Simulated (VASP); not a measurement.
Here is a VASP 6.6.1 calculation.

File INCAR:

```
ALGO = Normal
EDIFF = 1E-6
ENCUT = 500
GGA = PS
GGA_COMPAT = F
ISIF = 2
ISMEAR = -1
LASPH = T
LCHARG = T
LELF = T
LREAL = F
LVHAR = T
LWAVE = F
NBANDS = 10
NELM = 120
PREC = Accurate
SIGMA = 0.1
```

The input KPOINTS:

```
k-points
0
Gamma
  13 13 13
```

File POSCAR:

```
Na
1.0
    1.6144870000      0.9321280000      2.0848340000
   -1.6144870000      0.9321280000      2.0848340000
    0.0000000000     -1.8642470000      2.0848340000
Na
1
Direct
    0.0000000000      0.0000000000      0.0000000000
```

Potentials or basis: VASP PAW PBE potentials, release 64 (Na_pv).

The run is started by

```bash
$ cat potpaw_PBE.64/Na_pv/POTCAR > POTCAR
$ mpirun -np 1 vasp_std > vasp.out
```

What does it give for the band gap on the k mesh?

Zero (an odd number of electrons rules out a gap without spin polarisation).

Predict the pressure.

17.5 GPa.

Stress tensor (GPa, compression positive):
```
15.93  0.00  0.00
 0.00 15.93  0.00
 0.00  0.00 20.57
```

Caveat: the cell stands under pressure; the PAW data sets were made with another functional, which shifts forces and pressure a little.
